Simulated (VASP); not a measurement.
## H4CS: relaxation of the atoms with PBE+D3(BJ)

System: H4CS.

```xyz
36
Lattice="9.2357 0.0000 0.0000 0.0000 9.2357 0.0000 0.0000 0.0000 9.2357" Properties=species:S:1:pos:R:3 pbc="T T T"
C     1.5323    8.6600    3.8546
C     0.2046    8.7379    3.9700
C     8.4307    3.3317    0.9641
C     7.1728    3.2804    0.5200
C     3.0207    2.5404    3.8868
C     2.8986    3.4387    2.9069
H     2.0304    8.7909    2.8999
H     2.1685    8.4626    4.7109
H    -0.4315    8.9352    3.1137
H    -0.2935    8.6070    4.9247
H     8.7428    4.0542    1.7108
H     9.1932    2.6531    0.5969
H     6.4103    3.9590    0.8873
H     6.8608    2.5580   -0.2266
H     2.1643    1.9981    4.2733
H     3.9814    2.3152    4.3374
H     1.9379    3.6639    2.4562
H     3.7550    3.9809    2.5204
H     7.3953    9.1204    5.8227
H     6.8965    7.3851    6.5553
H     9.3771    3.8041    7.2579
H     7.6735    4.6324    6.8016
H     3.1318    5.1598    5.7614
H     2.2680    5.2776    7.5041
H     5.5644    4.5724    3.9249
H     5.8846    6.2021    2.9058
H     1.9821    0.5363    7.0243
H     1.7366    2.2548    7.9093
H     6.3729    9.6667    1.7740
H     4.9239    9.1345    0.5848
S     6.3548    8.6086    6.4932
S     8.1620    3.3876    6.8783
S     2.4447    6.0823    6.4479
S     6.6312    5.2568    3.4917
S     1.0966    1.0787    7.8703
S     5.4945    8.6583    1.6991
```

```json
{"Program": "VASP 6.6.1", "Task": "relaxation of the atoms", "Functional": "PBE", "Dispersion": "D3(BJ)", "Potentials or basis": "VASP PAW PBE potentials, release 64 (C, H, S)", "Cutoff": "520 eV", "k mesh": "1 × 1 × 1", "Occupations": "fermi-dirac, width 0.02 eV", "Spin": "no spin polarisation", "Dipole correction": "no", "Further INCAR settings": "LREAL = Auto; ALGO = Normal; EDIFF = 1e-06; IBRION = 2; EDIFFG = -0.3; NSW = 35"}
```

```yaml
Energy_gained_by_relaxing: 10.9 meV/atom
Ionic_steps: 20
Pressure_after_relaxing: -0.2 GPa
Largest_force_after_relaxing: 0.250 eV/Å
Band_gap_on_the_k_mesh: 3.87 eV
Dispersion_energy_per_atom: -0.036 eV
```

Forces in eV/Å, atoms in the order of the input:
```
C   -0.083 -0.027  0.010
C    0.095  0.007 -0.044
C    0.073 -0.041  0.107
C   -0.019 -0.153  0.197
C   -0.030  0.120  0.011
C   -0.004 -0.064  0.051
H   -0.055  0.016  0.050
H    0.060 -0.011 -0.058
H    0.013 -0.006 -0.030
H    0.032 -0.032 -0.023
H   -0.061 -0.082 -0.093
H   -0.020  0.084 -0.007
H    0.013  0.040 -0.084
H    0.022  0.058 -0.093
H    0.056  0.018 -0.003
H   -0.011 -0.014 -0.051
H    0.047  0.025  0.028
H   -0.012 -0.024 -0.007
H   -0.030  0.025  0.068
H   -0.041  0.034 -0.063
H    0.043 -0.012  0.076
H   -0.085  0.139  0.004
H   -0.059 -0.010 -0.014
H    0.046  0.002  0.003
H    0.010  0.013  0.001
H   -0.021  0.037  0.000
H    0.038 -0.006 -0.001
H    0.034 -0.059 -0.008
H    0.002  0.009 -0.012
H    0.045 -0.033 -0.014
S   -0.025  0.013  0.034
S   -0.047 -0.150 -0.161
S    0.029  0.018  0.039
S   -0.004  0.047  0.052
S    0.025 -0.040  0.005
S   -0.076  0.060  0.030
```

Stress tensor (GPa, compression positive):
```
-0.23 -0.10  0.02
-0.10 -0.19 -0.01
 0.02 -0.01 -0.16
```

The path:
```
step  energy change (eV)  largest force (eV/Å)  pressure (GPa)
   1              0.0000                1.0093            0.46
   2              0.0493                2.3697           -0.23
   3             -0.0397                0.8703            0.17
   4             -0.0711                0.8239           -0.44
   5             -0.0750                0.8101           -0.29
   6             -0.1306                0.6664           -0.31
   7             -0.1912                0.7592           -0.39
   8             -0.2305                0.4356           -0.28
   9             -0.2415                0.8300           -0.18
  10             -0.2771                0.5429           -0.01
  11             -0.2828                0.7890            0.08
  12             -0.3020                0.4578            0.10
  13             -0.3020                0.4855            0.10
  14             -0.3239                0.3530            0.05
  15             -0.3515                0.7556           -0.11
  16             -0.3698                0.5047           -0.15
  17             -0.3749                0.4549           -0.19
  18             -0.3855                0.4116           -0.21
  19             -0.3857                0.4184           -0.22
  20             -0.3932                0.2501           -0.19
```

Final structure:
```
C H S
1.0
     9.23575    0.00000    0.00000
     0.00000    9.23575    0.00000
     0.00000    0.00000    9.23575
C H S
6 24 6
Direct
  0.16823 0.93722 0.41331
  0.02458 0.94424 0.42718
  0.91085 0.35905 0.11313
  0.77466 0.35227 0.06569
  0.32886 0.27703 0.42172
  0.31501 0.37373 0.31512
  0.22382 0.95382 0.31020
  0.23642 0.91399 0.50706
  0.95317 0.96729 0.33596
  0.97284 0.92678 0.53196
  0.94362 0.43722 0.19611
  0.99356 0.28366 0.07426
  0.69175 0.42336 0.11093
  0.74069 0.27183 0.98614
  0.23453 0.22071 0.46554
  0.43397 0.24944 0.46863
  0.20911 0.39891 0.26884
  0.40813 0.43019 0.26884
  0.79360 0.99415 0.63798
  0.74194 0.80076 0.70358
  0.00345 0.40914 0.77593
  0.82327 0.50071 0.72798
  0.33127 0.55712 0.62112
  0.25280 0.57071 0.81656
  0.60221 0.49570 0.42537
  0.63697 0.67300 0.31727
  0.22155 0.05320 0.75662
  0.19228 0.23562 0.85662
  0.68962 0.04904 0.19009
  0.53755 0.98655 0.05880
  0.68170 0.93377 0.70984
  0.89840 0.38668 0.67819
  0.26484 0.65970 0.70142
  0.71763 0.58082 0.39715
  0.12775 0.10452 0.85613
  0.58656 0.94539 0.19010
```

Levels at points of the mesh, in eV from the valence-band top:
```tsv
k point	band 39	band 40	band 41	band 42	band 43	band 44	band 45	band 46
(0.00, 0.00, 0.00)	-0.47	-0.36	-0.13	0.00	3.87	4.46	4.51	4.61
```

Run time: 14 min on 1 thread of AMD EPYC 7R13 Processor (Zen 3), with other jobs on the host, peak memory 0.73 GiB.

Caveat: the k points lie up to 0.68 Å⁻¹ apart; the relaxation stopped at a loose force limit of 0.3 eV/Å, so its end isn't a converged minimum.
